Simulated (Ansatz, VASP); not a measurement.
MnO2: VASP beside Ansatz

INCAR

```
ALGO = Normal ; EDIFF = 1E-6
ENCUT = 520 ; GGA = PE
ISIF = 2 ; ISMEAR = -1
ISPIN = 2 ; IVDW = 13
LASPH = True ; LCHARG = False
LMAXMIX = 4 ; LORBIT = 11
LREAL = False ; LWAVE = False
MAGMOM = 4 0 0 ; NBANDS = 24
NELM = 150 ; PREC = Accurate
SIGMA = 0.15
```

KPOINTS

```
k-points
0
Gamma
  11 11 6
```

File POSCAR:

```
MnO2
1.0
    2.6518122769      0.0000000000      0.0000000000
   -1.3259061384      2.2965367979      0.0000000000
    0.0000000000      0.0000000000      4.2715372902
Mn O
1 2
Direct
    0.0000000000      0.0000000000      0.5000000000
    0.3333333333      0.6666666667      0.7062925700
    0.6666666667      0.3333333333      0.2937074300
```

The input input.yaml:

```yaml
crystal:
  lattice: { a: 2.6518122769, b: 2.6518122769, c: 4.2715372902, alpha: 90.0, beta: 90.0, gamma: 119.9999999987 }
  atoms:
    - { symbol: Mn, position: [0.0, 0.0, 0.5], spin: 4.0 }
    - { symbol: O, position: [0.3333333333, 0.6666666667, 0.70629257] }
    - { symbol: O, position: [0.6666666667, 0.3333333333, 0.29370743] }
kpoints:
  mp_grid: { grid: [11, 11, 6] }
scf:
  occupations: { method: fermi_dirac, width: 0.15 }
hamiltonian:
  xc: pbe
  dispersion: d4
  pseudopotentials: { kind: all_electron, datasets: crystal }
magnetization:
  spin_polarized: true
output:
  forces: true
  stress: true
  eigenvalues: true
  elf: true
  volumetric_format: npy
```

Change from the starting cell: volume scaled by 0.8.

Alike in both runs: task single point; functional PBE; dispersion D4; k mesh 11 × 11 × 6; occupations fermi-dirac, width 0.15 eV; collinear spin.

|  | VASP | Ansatz |
| --- | --- | --- |
| version | VASP 6.6.1 | Ansatz 0.2.0 |
| potentials or method | VASP PAW PBE potentials, release 64 (Mn_pv, O), cutoff 520 eV | all-electron PAW datasets made for the crystal |

Ansatz gave:

- gap on the k mesh at the Fermi level (eV): none
- pressure (GPa): 75.1
- traceless stress, the component that is largest in VASP (GPa): -22.31
- rms of the force components (eV/Å): 2.196
- net moment per atom (μB): 0.97
- size of the moment on the site where the two differ most (μB): 2.19

Task: Estimate VASP's values.

Result: gap on the k mesh at the Fermi level (eV): none; pressure (GPa): 76.9; traceless stress, the component that is largest in VASP (GPa): -23.11; rms of the force components (eV/Å): 2.260; net moment per atom (μB): 0.96; size of the moment on the site where the two differ most (μB): 2.57.

Site moments also hang on the region over which each program counts them. Atom by atom the forces differ by 0.063 eV/Å (rms over components). A gap of «none» marks a metal or a gap that the smearing closes. Both programs put the cell under a high pressure, so it lies far from rest at this level. Ansatz ran all-electron here, and VASP with PAW potentials.

Noted on VASP's run: the cell as given lies far from equilibrium.
